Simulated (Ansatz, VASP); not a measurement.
# Sb: VASP beside Ansatz

```
CELL_PARAMETERS angstrom
2.97367 0.00000 0.00000
0.00000 2.97367 0.00000
0.00000 0.00000 3.56841
ATOMIC_POSITIONS crystal
Sb 0.00000 0.00000 0.00000
```

Alike in both runs: task single point; functional PBEsol; k mesh 16 × 16 × 16; occupations gaussian, width 0.15 eV; no spin polarisation.

|  | VASP | Ansatz |
| --- | --- | --- |
| version | VASP 6.6.1 | Ansatz 0.2.0 |
| potentials or method | VASP PAW PBE potentials, release 64 (Sb), cutoff 520 eV | scalar-relativistic, plane waves, PAW |
| valence electrons in the cell | 5 | 15 |

Ansatz gave:

* gap on the k mesh at the Fermi level (eV): none
* pressure (GPa): -1.8
* traceless stress, the component that is largest in VASP (GPa): -7.69

Task: Estimate VASP's values.

Result: gap on the k mesh at the Fermi level (eV): none; pressure (GPa): -1.7; traceless stress, the component that is largest in VASP (GPa): -7.78.

VASP's potentials were made for PBE, not for PBEsol. A gap of «none» marks a metal or a gap that the smearing closes. The functional is the same, so the differences come from potentials, cutoffs and numerics. VASP's potentials hold 5 valence electrons a cell and Ansatz's 15, so a difference there can come from the potentials and not from the codes.

Neither program's run includes spin-orbit coupling.
